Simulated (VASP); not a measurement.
A run of VASP 6.6.1:

INCAR

```
SYSTEM = AlGa2N2
ALGO = Normal
EDIFF = 1E-7
ENCUT = 520
GGA = PE
ISIF = 2
ISMEAR = 0
ISPIN = 2
LASPH = .TRUE.
LCHARG = .FALSE.
LORBIT = 11
LREAL = .FALSE.
LWAVE = .FALSE.
MAGMOM = 0 0 0 1 1
NBANDS = 32
NELM = 150
PREC = Accurate
SIGMA = 0.1
```

Contents of KPOINTS:

```
k-points
0
G
  6 6 6
  0 0 0
```

File POSCAR:

```
AlGa2N2
1.0
    0.0000000000      2.4218115400      5.8149899900
    2.4098770900      0.0000000000      5.8149899900
    2.4098770900      2.4218115400      0.0000000000
Al Ga N
1 2 2
Direct
    0.5000000000      0.5000000000      0.5000000000
    0.2500000000      0.2500000000      0.2500000000
    0.7500000000      0.7500000000      0.7500000000
    0.1428000000      0.1428000000      0.8572000000
    0.8572000000      0.8572000000      0.1428000000
```

Potentials or basis: VASP PAW PBE potentials, release 64 (Al, Ga_d, N).

Command:

```console
$ cat potpaw_PBE.64/Al/POTCAR potpaw_PBE.64/Ga_d/POTCAR potpaw_PBE.64/N/POTCAR > POTCAR
$ mpirun -np 1 vasp_std > vasp.out
```

Hardware: 1 thread of Oxide Virtual Turin-like Processor, on a shared host.

Q: How long does it take, and how much memory?

A: It took 11 min on 1 thread of Oxide Virtual Turin-like Processor, with other jobs on the host, peak memory 0.34 GiB. Counts: scf iterations 17, k points 46.
